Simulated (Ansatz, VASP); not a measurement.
# Two plane-wave programs on PbF2

```
Pb F
1.0
     0.00000    2.94581    2.94581
     2.94581    0.00000    2.94581
     2.94581    2.94581    0.00000
Pb F
1 2
Direct
  0.00000 0.00000 0.00000
  0.25000 0.25000 0.25000
  0.75000 0.75000 0.75000
```

Alike in both runs: task single point; functional PBE; k mesh 3 × 3 × 3; no spin polarisation.

|  | VASP | Ansatz |
| --- | --- | --- |
| version | VASP 6.6.1 | Ansatz 0.2.0 |
| potentials or method | VASP PAW PBE potentials, release 64 (Pb_d, F) | plane waves |
| plane-wave cutoff (eV) | 520 | 420 |
| occupations | gaussian, width 0.01 eV | fixed |
| valence electrons in the cell | 28 | 28 |

```csv
,VASP,Ansatz,Ansatz less VASP
gap on the k mesh at the Fermi level (eV),4.67,4.68,+0.004
pressure (GPa),4.0,4.2,+0.20
```

The k mesh is coarse, so the values compare programs but aren't converged. Neither program's run includes spin-orbit coupling.
